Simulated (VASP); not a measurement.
Here is a VASP 6.6.1 calculation.

File POSCAR:

```
Cr
1.0
   -1.4149597590      1.4149597590      1.4149597590
    1.4149597590     -1.4149597590      1.4149597590
    1.4149597590      1.4149597590     -1.4149597590
Cr
1
Direct
    0.0000000000      0.0000000000      0.0000000000
```

The input INCAR.step1:

```
SYSTEM = Cr
PREC = Accurate ; ENCUT = 550
ISMEAR = -1 ; SIGMA = 0.1
LREAL = .False. ; LASPH = .True.
NELM = 120 ; NBANDS = 12
GGA = PE ; ALGO = Normal
EDIFF = 1E-5 ; LWAVE = .True.
LCHARG = .False. ; GGA_COMPAT = .False.
```

INCAR.step2

```
SYSTEM = Cr
PREC = Accurate ; ENCUT = 550
EDIFF = 1E-6 ; ISMEAR = -1
SIGMA = 0.1 ; LREAL = .False.
LASPH = .True. ; NELM = 120
ALGO = Normal ; ISIF = 2
LWAVE = .False. ; LCHARG = .False.
METAGGA = R2SCAN ; LMIXTAU = .True.
NBANDS = 12 ; ISTART = 1
GGA_COMPAT = .False.
```

The input KPOINTS:

```
regular mesh
0
Gamma
  16 16 16
  0 0 0
```

Potentials or basis: VASP PAW PBE potentials, release 64 (Cr_pv).

Run with:

```sh
$ cat potpaw_PBE.64/Cr_pv/POTCAR > POTCAR
$ cp INCAR.step1 INCAR
$ mpirun -np 1 vasp_std > vasp.out
$ cp INCAR.step2 INCAR
$ mpirun -np 1 vasp_std > vasp.out
```

Task: Estimate the band gap on the k mesh.

Result: Zero (band 6 reaches 13.76 eV, above the bottom of band 7 at 10.21 eV).

Task: Estimate the pressure.

Result: 0.5 GPa.

Caveat: the PAW data sets were made with another functional, which shifts forces and pressure a little; the run has no spin polarisation, though such a crystal can be magnetic. Spin polarisation is off, so any magnetic state and its effect on volume and gap are missing.
